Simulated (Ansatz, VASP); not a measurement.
# HC6 in VASP and in Ansatz

INCAR

```
PREC     = Accurate       # precision mode
ENCUT    = 520            # plane-wave cutoff, eV
EDIFF    = 1E-7           # SCF threshold, eV
ISMEAR   = 0              # smearing method
SIGMA    = 0.1            # smearing width, eV
LREAL    = F              # projectors in reciprocal space
LASPH    = T              # aspherical terms in the spheres
NELM     = 60             # most SCF steps
ALGO     = Normal         # electronic algorithm
ISIF     = 2              # what is computed and relaxed
LWAVE    = F              # write WAVECAR
LCHARG   = F              # write CHGCAR
LDIPOL   = T            
IDIPOL   = 3            
DIPOL    = 0.5 0.5 0.317
GGA      = PE             # functional
NBANDS   = 38             # bands
```

Contents of KPOINTS:

```
regular mesh
0
Gamma
  6 3 1
```

The input POSCAR:

```
HC6
1.0
    4.9326910638      0.0000000000      0.0000000000
    0.0000000000      8.5222964205      0.0000000000
    0.0000000000      0.0000000000     22.9416055954
C H
12 2
Direct
    0.0000000000      0.0000000000      0.1743557130
    0.5000000000      0.0000000000      0.1743557130
    0.2500000000      0.0000000000      0.2053898368
    0.7500000000      0.0000000000      0.2053898368
    0.2500000000      0.0000000000      0.2674580844
    0.7500000000      0.0000000000      0.2674580844
    0.0000000000      0.0000000000      0.2977124344
    0.5000000000      0.0000000000      0.2977124344
    0.0000000000      0.0000000000      0.3626190265
    0.5000000000      0.0000000000      0.3626190265
    0.2500000000      0.0000000000      0.3897550046
    0.7500000000      0.0000000000      0.3897550046
    0.1841130438      0.0000000000      0.5205217894
    0.3158869562      0.0000000000      0.5205217894
```

Input for Ansatz:

```yaml
crystal:
  lattice:
    - [4.9326910638, 0.0, 0.0]
    - [0.0, 8.5222964205, 0.0]
    - [0.0, 0.0, 22.9416055954]
  atoms:
    - { symbol: C, position: [0.0, 0.0, 0.174355713] }
    - { symbol: C, position: [0.5, 0.0, 0.174355713] }
    - { symbol: C, position: [0.25, 0.0, 0.2053898368] }
    - { symbol: C, position: [0.75, 0.0, 0.2053898368] }
    - { symbol: C, position: [0.25, 0.0, 0.2674580844] }
    - { symbol: C, position: [0.75, 0.0, 0.2674580844] }
    - { symbol: C, position: [0.0, 0.0, 0.2977124344] }
    - { symbol: C, position: [0.5, 0.0, 0.2977124344] }
    - { symbol: C, position: [0.0, 0.0, 0.3626190265] }
    - { symbol: C, position: [0.5, 0.0, 0.3626190265] }
    - { symbol: C, position: [0.25, 0.0, 0.3897550046] }
    - { symbol: C, position: [0.75, 0.0, 0.3897550046] }
    - { symbol: H, position: [0.1841130438, 0.0, 0.5205217894] }
    - { symbol: H, position: [0.3158869562, 0.0, 0.5205217894] }
basis:
  ecutwfc: 420
kpoints:
  mp_grid: { grid: [6, 3, 1] }
hamiltonian:
  xc: pbe
  pseudopotentials: { kind: paw, azcp: { folder: soft_1 } }
scf:
  occupations: { method: gaussian, width: 0.1 }
output:
  forces: true
  eigenvalues: true
efield:
  axis: 3
  dipole_correction: true
  ramp_width: 0.04
```

Alike in both runs: task single point; functional PBE; k mesh 6 × 3 × 1; occupations gaussian, width 0.1 eV; no spin polarisation.

|  | VASP | Ansatz |
| --- | --- | --- |
| version | VASP 6.6.1 | Ansatz 0.2.0 |
| potentials or method | VASP PAW PBE potentials, release 64 (C, H), cutoff 520 eV | scalar-relativistic, plane waves, PAW |
| valence electrons in the cell | 50 | 50 |

|  | VASP | Ansatz | Ansatz less VASP |
| --- | --- | --- | --- |
| gap on the k mesh at the Fermi level (eV) | 0.09 | 0.09 | -0.002 |
| least direct gap on the mesh (eV) | 0.09 | 0.09 | -0.002 |
| rms of the force components (eV/Å) | 1.382 | 1.380 | -0.0018 |

Atom by atom the forces differ by 0.016 eV/Å (rms over components).
